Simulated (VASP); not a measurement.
# PtS2 (P-3m1) in VASP: notebook

PtS2 is run at these levels: PBE-based screened hybrid, PBEsol-based screened hybrid, PBE; tasks: single point.

Everything below comes from runs of VASP 6.6.1. Logs are shortened: lines on timing, memory, paths and dates and some standing lists are left out, and cuts for length are marked.

## (1) The cell of the first run

It takes space group P-3m1 (No. 164, trigonal). The conventional cell has a = 3.543 Å, b = 3.543 Å, c = 5.039 Å, α = 90.00°, β = 90.00°, γ = 120.00°. Pt (site symmetry -3m) has 6 S at 2.34 Å within 3.1 Å. Within 3.1 Å of S (site symmetry 3m) lie 3 Pt at 2.34 Å and 3 S at 3.07 Å.

## (2) Single point, PBE-based screened hybrid

Contents of POSCAR:

```
PtS2
1.0
    3.5432000000      0.0000000000      0.0000000000
   -1.7716000000      3.0685012107      0.0000000000
    0.0000000000      0.0000000000      5.0388000000
Pt S
1 2
Direct
    0.0000000000      0.0000000000      0.0000000000
    0.6666666667      0.3333333333      0.7730000000
    0.3333333333      0.6666666667      0.2270000000
```

Contents of INCAR.step1:

```
PREC = Accurate ; ENCUT = 520
EDIFF = 1E-5 ; ISMEAR = -1
SIGMA = 0.05 ; LREAL = F
LASPH = T ; NELM = 80
ALGO = Normal ; ISIF = 2
LWAVE = T ; LCHARG = F
GGA = PE ; NBANDS = 18
```

Contents of INCAR.step2:

```
PREC = Accurate ; ENCUT = 520
EDIFF = 1E-6 ; ISMEAR = -1
SIGMA = 0.05 ; LREAL = F
LASPH = T ; NELM = 80
ALGO = Normal ; ISIF = 2
LWAVE = F ; LCHARG = F
GGA = PE ; LHFCALC = T
AEXX = 0.25 ; HFSCREEN = 0.2
PRECFOCK = Normal ; ISTART = 1
NBANDS = 18
```

Contents of KPOINTS:

```
Automatic mesh
0
Gamma
  5 5 3
```

Potentials or basis: VASP PAW PBE potentials, release 64 (Pt, S).

Launch:

```
$ cat potpaw_PBE.64/Pt/POTCAR potpaw_PBE.64/S/POTCAR > POTCAR
$ cp INCAR.step1 INCAR
$ mpirun -np 1 vasp_std > vasp.out
$ cp INCAR.step2 INCAR
$ mpirun -np 1 vasp_std > vasp.out
```

OUTCAR:

```text
PREC = Accurate
   ENCUT = 520
   EDIFF = 1E-6
   ISMEAR = -1
   LREAL = F
   LASPH = T
   NELM = 80
   ISIF = 2
   GGA = PE
   LHFCALC = T
   AEXX = 0.25
   HFSCREEN = 0.2
   PRECFOCK = Normal
   ISTART = 1

 ion  position               nearest neighbor table
   1  0.000  0.000  0.000-   2 2.34   3 2.34   2 2.34   3 2.34   2 2.34   3 2.34
   2  0.667  0.333  0.773-   1 2.34   1 2.34   1 2.34
   3  0.333  0.667  0.227-   1 2.34   1 2.34   1 2.34

  LATTYP: Found a hexagonal cell.
 ALAT       =     3.5432000000
 C/A-ratio  =     1.4221043125

  Lattice vectors:

 A1 = (   3.5432000000,   0.0000000000,   0.0000000000)
 A2 = (  -1.7716000000,   3.0685012107,   0.0000000000)
 A3 = (   0.0000000000,   0.0000000000,   5.0388000000)

Analysis of symmetry for initial positions (statically):
=====================================================================
 Subroutine PRICEL returns:
 Original cell was already a primitive cell.

 Routine SETGRP: Setting up the symmetry group for a
 hexagonal supercell.

 Subroutine GETGRP returns: Found 12 space group operations
 (whereof 12 operations were pure point group operations)
 out of a pool of 24 trial point group operations.

The static configuration has the point symmetry D_3d.

Analysis of symmetry for dynamics (positions and initial velocities):
=====================================================================
 Subroutine PRICEL returns:
 Original cell was already a primitive cell.

 Routine SETGRP: Setting up the symmetry group for a
 hexagonal supercell.

 Subroutine GETGRP returns: Found 12 space group operations
 (whereof 12 operations were pure point group operations)
 out of a pool of 24 trial point group operations.

The dynamic configuration has the point symmetry D_3d.

 Subroutine INISYM returns: Found 12 space group operations
 (whereof 12 operations are pure point group operations),
 and found     1 'primitive' translations

----------------------------------------------------------------------------------------

                                     Primitive cell

  volume of cell :      54.7834

  direct lattice vectors                    reciprocal lattice vectors
     3.543200000  0.000000000  0.000000000     0.282230752  0.162946001  0.000000000
    -1.771600000  3.068501211  0.000000000     0.000000000  0.325892001  0.000000000
     0.000000000  0.000000000  5.038800000     0.000000000  0.000000000  0.198459951

  length of vectors
     3.543200000  3.543200000  5.038800000     0.325892001  0.325892001  0.198459951

  position of ions in fractional coordinates (direct lattice)
     0.000000000  0.000000000  0.000000000
     0.666666667  0.333333333  0.773000000
     0.333333333  0.666666667  0.227000000

  ion indices of the primitive-cell ions
   primitive index   ion index
                 1           1
                 2           2
                 3           3

----------------------------------------------------------------------------------------

 KPOINTS: Automatic mesh

Automatic generation of k-mesh.
 Grid dimensions read from file:
 generate k-points for:    5    5    3

 Generating k-lattice:

  Cartesian coordinates                     Fractional coordinates (reciprocal lattice)
     0.056446150  0.032589200  0.000000000     0.200000000 -0.000000000  0.000000000
     0.000000000  0.065178400  0.000000000     0.000000000  0.200000000  0.000000000
     0.000000000  0.000000000  0.066153317     0.000000000  0.000000000  0.333333333

  Length of vectors
     0.065178400  0.065178400  0.066153317

  Shift w.r.t. Gamma in fractional coordinates (k-lattice)
     0.000000000  0.000000000  0.000000000

 Subroutine IBZKPT returns following result:
 ===========================================

 Found     12 irreducible k-points:

 Following reciprocal coordinates:
            Coordinates               Weight
  0.000000  0.000000  0.000000      1.000000
  0.200000  0.000000  0.000000      6.000000
  0.400000  0.000000  0.000000      6.000000
  0.200000  0.200000  0.000000      6.000000
  0.400000  0.200000  0.000000      6.000000
  0.000000  0.000000  0.333333      2.000000
  0.200000  0.000000  0.333333      6.000000
  0.000000  0.200000  0.333333      6.000000
  0.400000  0.000000  0.333333      6.000000
  0.000000  0.400000  0.333333      6.000000
  0.200000  0.200000  0.333333     12.000000
  0.400000  0.200000  0.333333     12.000000
   k-points           NKPTS =     12   k-points in BZ     NKDIM =     75   number of bands    NBANDS=     18
   number of dos      NEDOS =    301   number of ions     NIONS =      3
   total plane-waves  NPLWV =  31360
   dimension x,y,z NGX =    28 NGY =   28 NGZ =   40
   dimension x,y,z NGXF=    56 NGYF=   56 NGZF=   80
   ions per type =               1   2
   NGX,Y,Z   is equivalent  to a cutoff of  13.14, 13.14, 13.20 a.u.
   NGXF,Y,Z  is equivalent  to a cutoff of  26.28, 26.28, 26.39 a.u.
 SYSTEM =  unknown system
   PREC   = accura    normal or accurate (medium, high low for compatibility)
   ISTART =      1    job   : 0-new  1-cont  2-samecut
   ICHARG =      0    charge: 1-file 2-atom 10-const
   ISPIN  =      1    spin polarized calculation?
   LNONCOLLINEAR =      F non collinear calculations
   LSORBIT =      F    spin-orbit coupling
   LASPH  =      T    aspherical Exc in radial PAW
   ENCUT  =  520.0 eV  38.22 Ry    6.18 a.u.   6.59  6.59  9.37*2*pi/ulx,y,z
   NELM   =     80;   NELMIN=  2; NELMDL=  0     # of ELM steps
   EDIFF  = 0.1E-05   stopping-criterion for ELM
   LREAL  =      F    real-space projection
   EDIFFG = 0.1E-04   stopping-criterion for IOM
   NSW    =      0    number of steps for IOM
   IBRION =     -1    ionic relax: 0-MD 1-quasi-New 2-CG
   NFREE  =      0    steps in history (QN), initial steepest desc. (CG)
   ISIF   =      2    stress and relaxation
   ISYM   =      3    0-nonsym 1-usesym 2-fastsym
   POTIM  = 0.5000    time-step for ionic-motion
   TEBEG  =    0.0;   TEEND  =   0.0 temperature during run
   PSTRESS=    0.0 pullay stress
   NELECT =      22.0000    total number of electrons
   NUPDOWN=      -1.0000    fix difference up-down
   EMIN   =  10.00;   EMAX   =-10.00  energy-range for DOS
   EFERMI =   0.00;   METHOD = LEGACY
   ISMEAR =    -1;   SIGMA  =   0.05  broadening in eV -4-tet -1-fermi 0-gaus
   EFERMI_NEDOS =   21; number of points for ismear=-14 and -15
   IALGO  =     38    algorithm
   IMIX   =      1    mixing-type and parameters
     AMIX     =   0.40;   BMIX     =  1.00
     AMIX_MAG =   1.60;   BMIX_MAG =  1.00
  volume/ion in A,a.u.               =      18.26       123.23
  Fermi-wavevector in a.u.,A,eV,Ry     =   1.207812  2.282434 19.848315  1.458810
  Thomas-Fermi vector in A             =   2.343439
   LORBIT       =      0    0 simple, 1 ext, 2 COOP (PROOUT), +10 PAW based schemes
   GGA     = PE    functional components
   LHFCALC =     T    Hartree Fock is set to
   PRECFOCK=normal    Normal, Fast or Accurate (Low or Medium for compatibility)
   ENCUT4O =  -1.0   cutoff for four orbital integrals eV
   NKREDX  =     1    reduce k-point grid by
   NKREDY  =     1    reduce k-point grid by
   NKREDZ  =     1    reduce k-point grid by
   AEXX    =    0.2500 exact exchange contribution
   HFSCREEN=    0.2000 screening length (either q_TF or 0.3 A-1)
   HFSCREENC=   0.2000 screening length for correlation (either q_TF or 0.3 A-1)
   ENCUTFOCK=  -1.0 apply spherical cutoff to Coloumb kernel
   IVDW    =     0    specifies the selected vdW correction
   LEPSILON=     F    determine dielectric tensor
   LRPA    =     F    only Hartree local field effects (RPA)
 non-spin polarized calculation
  energy-cutoff  :      520.00
  volume of cell :       54.78
 maximum number of plane-waves:      1507
 NGX is ok and might be reduce to    28
  NGX = 20; NGY = 20; NGZ = 30

 number of electron      22.0000001 magnetization

 Free energy of the ion-electron system (eV)
  ---------------------------------------------------
  ext. energy  EPLUGINS =         0.00000000
  ---------------------------------------------------
  free energy    TOTEN  =       -18.63851887 eV

  energy without entropy =      -18.63851886  energy(sigma->0) =      -18.63851887

 E-fermi :   7.1036     XC(G=0):  -8.7132

 val. band max:        6.2088093098   @ k =   0.0000   0.0000   0.0000
 cond. band min:       8.1252322125   @ k =   0.2000   0.2000   0.0000
 fundamental gap:      1.9164229028
 Fermi energy:         7.1035676556

 k-point     1 :       0.0000    0.0000    0.0000
  band No.  band energies     occupation
      1     -10.9105      2.00000
      2      -7.3634      2.00000
      3      -1.5975      2.00000
      4      -1.5329      2.00000
      5      -1.5329      2.00000
      6       1.4380      2.00000
[... 10 lines left out ...]
     17      15.2527      0.00000
     18      19.6065      0.00000

 k-point     2 :       0.2000    0.0000    0.0000
  band No.  band energies     occupation
      1     -10.3456      2.00000
      2      -7.6985      2.00000
      3      -1.2364      2.00000
      4      -1.1447      2.00000
      5      -0.9533      2.00000
      6       0.7825      2.00000
[... 10 lines left out ...]
     17      16.6723      0.00000
     18      17.0566      0.00000

 k-point     3 :       0.4000    0.0000    0.0000
  band No.  band energies     occupation
      1      -9.0921      2.00000
      2      -8.2417      2.00000
      3      -1.8119      2.00000
      4      -0.6174      2.00000
      5       0.1147      2.00000
      6       0.7128      2.00000
[... 10 lines left out ...]
     17      15.8206      0.00000
     18      17.8779      0.00000

 k-point     4 :       0.2000    0.2000    0.0000
  band No.  band energies     occupation
      1      -9.4124      2.00000
      2      -8.0965      2.00000
      3      -0.9251      2.00000
      4      -0.8207      2.00000
      5      -0.4201      2.00000
      6       0.2833      2.00000
[... 123 lines left out ...]
      4      -0.7061      2.00000
      5      -0.3038      2.00000
      6       1.0139      2.00000
[... 10 lines left out ...]
     17      17.2150      0.00000
     18      18.0563      0.00000

 k-point    11 :       0.2000    0.2000    0.3333
  band No.  band energies     occupation
      1      -9.2298      2.00000
      2      -8.2984      2.00000
      3      -1.2931      2.00000
      4      -1.0852      2.00000
      5      -0.1550      2.00000
      6       0.5833      2.00000
[... 10 lines left out ...]
     17      16.3240      0.00000
     18      17.5369      0.00000

 k-point    12 :       0.4000    0.2000    0.3333
  band No.  band energies     occupation
      1      -8.5826      2.00000
      2      -8.3386      2.00000
      3      -1.8651      2.00000
      4      -0.8947      2.00000
      5       0.0088      2.00000
      6       0.9015      2.00000
[... 10 lines left out ...]
     17      16.6006      0.00000
     18      17.4260      0.00000

------------------------ aborting loop because EDIFF is reached ----------------------------------------

  FORCE on cell =-STRESS in cart. coord.  units (eV):
  Direction    XX          YY          ZZ          XY          YZ          ZX
  --------------------------------------------------------------------------------------
  -------------------------------------------------------------------------------------
  Total        2.0246910      2.0246910      2.5671734      0.0000000      0.0000000      0.0000000
  in kB       59.2134349     59.2134349     75.0786931      0.0000000      0.0000000      0.0000000
  external PRESSURE =      64.5018543 kB  Pullay stress =       0.0000000 kB

 VOLUME and BASIS-vectors are now :
 -----------------------------------------------------------------------------
  energy-cutoff  :      520.00
  volume of cell :       54.78
      direct lattice vectors                 reciprocal lattice vectors
     3.543200000  0.000000000  0.000000000     0.282230752  0.162946001  0.000000000
    -1.771600000  3.068501211  0.000000000     0.000000000  0.325892001  0.000000000
     0.000000000  0.000000000  5.038800000     0.000000000  0.000000000  0.198459951

 POSITION                                       TOTAL-FORCE (eV/Angst)
 -----------------------------------------------------------------------------------
      0.00000      0.00000      0.00000        -0.000000      0.000000      0.000000
      1.77160      1.02283      3.89499        -0.000000      0.000000     -0.861672
     -0.00000      2.04567      1.14381         0.000000     -0.000000      0.861672
 -----------------------------------------------------------------------------------
    total drift:                                0.000000      0.000000      0.000000

  FREE ENERGIE OF THE ION-ELECTRON SYSTEM (eV)
  ---------------------------------------------------
  free  energy   TOTEN  =       -18.6385188655 eV

  energy  without entropy=      -18.6385188646  energy(sigma->0) =      -18.63851887
```

It took 11 min on 1 thread of AMD EPYC 7R13 (Zen 3), shared host; peak memory 0.27 GiB.

Results:

* Free energy: -18.6385 eV
* Pressure: 6.5 GPa
* Largest force: 0.862 eV/Å
* Band gap on the k mesh: 1.92 eV, indirect (least direct gap 2.20 eV)

Forces on the atoms (eV/Å):
```
Pt   0.000  0.000  0.000
S    0.000  0.000 -0.862
S    0.000  0.000  0.862
```

Caveat: the PAW data sets were made with another functional, which shifts forces and pressure a little; spin-orbit coupling is left out, which moves the levels of the heavy elements.

## (3) Single point, PBEsol-based screened hybrid

POSCAR is that of step 2.

Contents of INCAR.step1:

```
SYSTEM = PtS2
  PREC = Accurate
  ENCUT = 520
  EDIFF = 1E-5
  ISMEAR = -1
  SIGMA = 0.05
  LREAL = .FALSE.
  LASPH = .TRUE.
  NELM = 100
  ALGO = Normal
  ISIF = 2
  LWAVE = .TRUE.
  LCHARG = .FALSE.
  NBANDS = 18
  GGA = PE
```

Contents of INCAR.step2:

```
SYSTEM = PtS2
  PREC = Accurate
  ENCUT = 520
  EDIFF = 1E-6
  ISMEAR = -1
  SIGMA = 0.05
  LREAL = .FALSE.
  LASPH = .TRUE.
  NELM = 100
  ALGO = Normal
  ISIF = 2
  LWAVE = .FALSE.
  LCHARG = .FALSE.
  GGA = PS
  LHFCALC = .TRUE.
  AEXX = 0.25
  HFSCREEN = 0.207
  PRECFOCK = Normal
  NBANDS = 18
  ISTART = 1
```

Contents of KPOINTS:

```
Automatic mesh
0
G
  5 5 3
  0 0 0
```

Potentials or basis: VASP PAW PBE potentials, release 64 (Pt, S).

Launch:

```
$ cat potpaw_PBE.64/Pt/POTCAR potpaw_PBE.64/S/POTCAR > POTCAR
$ cp INCAR.step1 INCAR
$ mpirun -np 1 vasp_std > vasp.out
$ cp INCAR.step2 INCAR
$ mpirun -np 1 vasp_std > vasp.out
```

Wall time 15 min (1 thread of Intel Xeon Platinum 8375C at 2.90GHz (Ice Lake), shared host); peak memory 0.29 GiB.

The run converged. Its results:

```
Free energy            : -19.7172 eV
Pressure               : 3.3 GPa
Largest force          : 0.716 eV/Å
Band gap on the k mesh : 1.85 eV, indirect (least direct gap 2.14 eV)
```

Forces in eV/Å, atoms in the order of the input:
```
Pt   0.000  0.000  0.000
S    0.000  0.000 -0.716
S    0.000  0.000  0.716
```

Stress tensor (GPa, compression positive):
```
2.66 0.00 0.00
0.00 2.66 0.00
0.00 0.00 4.60
```

Levels at points of the mesh, in eV from the valence-band top:
```csv
k point,band 7,band 8,band 9,band 10,band 11,band 12,band 13,band 14,band 15,band 16
"(0.00, 0.00, 0.00)",-4.78,-2.34,-1.17,-1.17,0.00,3.19,3.19,5.50,6.71,8.97
```

Caveat: the PAW data sets were made with another functional, which shifts forces and pressure a little; spin-orbit coupling is left out, which moves the levels of the heavy elements.

## (4) Single point, PBE

This run uses another cell than the first one, of 14.06 Å³/atom, 0.770 times its volume.

Contents of INCAR:

```
SYSTEM = PtS2
PREC = Accurate ; ENCUT = 520
EDIFF = 1E-6 ; ISMEAR = -1
SIGMA = 0.05 ; LREAL = .False.
LASPH = .True. ; NELM = 100
ALGO = Normal ; ISIF = 2
LWAVE = .False. ; LCHARG = .False.
GGA = PE ; NBANDS = 18
```

Contents of KPOINTS:

```
regular mesh
0
Gamma
  9 9 5
  0 0 0
```

Contents of POSCAR:

```
PtS2
1.0
    3.4778921784      0.0000000000      0.0000000000
   -1.7389460892      3.0119429781      0.0000000000
    0.0000000000      0.0000000000      4.0275112552
Pt S
1 2
Direct
    0.0000000000      0.0000000000      0.0000000000
    0.6666666667      0.3333333333      0.7063850683
    0.3333333333      0.6666666667      0.2936149317
```

Launch:

```
$ cat potpaw_PBE.64/Pt/POTCAR potpaw_PBE.64/S/POTCAR > POTCAR
$ mpirun -np 1 vasp_std > vasp.out
```

It took 26 s on 1 thread of Intel Xeon Platinum 8488C (Sapphire Rapids), shared host; peak memory 0.18 GiB.

It converged, with:

```
Free energy            : -14.4804 eV
Pressure               : 29.5 GPa
Largest force          : 0.042 eV/Å
Band gap on the k mesh : zero (band 11 reaches 11.26 eV, above the bottom of band 12 at 10.78 eV)
```

Forces on the atoms (eV/Å):
```
Pt   0.000  0.000  0.000
S    0.000  0.000  0.042
S    0.000  0.000 -0.042
```

Stress tensor (GPa, compression positive):
```
29.41  0.00  0.00
 0.00 29.41  0.00
 0.00  0.00 29.59
```

Levels at points of the mesh, in eV from the Fermi level:
| k point | band 8 | band 9 | band 10 | band 11 | band 12 | band 13 | band 14 | band 15 |
| --- | --- | --- | --- | --- | --- | --- | --- | --- |
| (0.00, 0.00, 0.00) | -2.45 | -1.51 | -1.51 | 0.33 | 0.33 | 0.62 | 2.98 | 6.32 |

Caveat: spin-orbit coupling is left out, which moves the levels of the heavy elements.

## (5) Single point, PBE

This run uses another cell than the first one, of 14.83 Å³/atom, 0.812 times its volume.

Contents of INCAR:

```
PREC = Accurate
ENCUT = 520
EDIFF = 1E-7
ISMEAR = -1
SIGMA = 0.05
LREAL = F
LASPH = T
NELM = 80
ALGO = Normal
ISIF = 2
LWAVE = F
LCHARG = F
GGA = PE
NBANDS = 18
```

Contents of KPOINTS:

```
Automatic mesh
0
Gamma
  9 9 5
```

Contents of POSCAR:

```
PtS2
1.0
    3.5168990496      0.0000000000      0.0000000000
   -1.7584495248      3.0457239195      0.0000000000
    0.0000000000      0.0000000000      4.1542678045
Pt S
1 2
Direct
    0.0000000000      0.0000000000      0.0000000000
    0.6666666667      0.3333333333      0.7138536697
    0.3333333333      0.6666666667      0.2861463303
```

Launch:

```
$ cat potpaw_PBE.64/Pt/POTCAR potpaw_PBE.64/S/POTCAR > POTCAR
$ mpirun -np 1 vasp_std > vasp.out
```

It took 42 s on 1 thread of Intel Xeon Platinum 8488C (Sapphire Rapids), shared host; peak memory 0.19 GiB.

Results (log left out):

| Property | Result |
| --- | --- |
| Free energy | -14.8338 eV |
| Pressure | 19.5 GPa |
| Largest force | 0.044 eV/Å |
| Band gap on the k mesh | zero (band 11 reaches 10.63 eV, above the bottom of band 12 at 10.13 eV) |

Forces on the atoms (eV/Å):
```
Pt   0.000  0.000  0.000
S    0.000  0.000  0.044
S    0.000  0.000 -0.044
```

Stress tensor (GPa, compression positive):
```
19.42  0.00  0.00
 0.00 19.42  0.00
 0.00  0.00 19.61
```

Levels at points of the mesh, in eV from the Fermi level:
```tsv
k point	band 7	band 8	band 9	band 10	band 11	band 12	band 13	band 14	band 15	band 16
(0.00, 0.00, 0.00)	-4.40	-2.51	-1.58	-1.58	0.48	0.48	0.58	2.92	5.83	7.21
```

Caveat: spin-orbit coupling is left out, which moves the levels of the heavy elements.

(Part 1 of 2 ends here.)
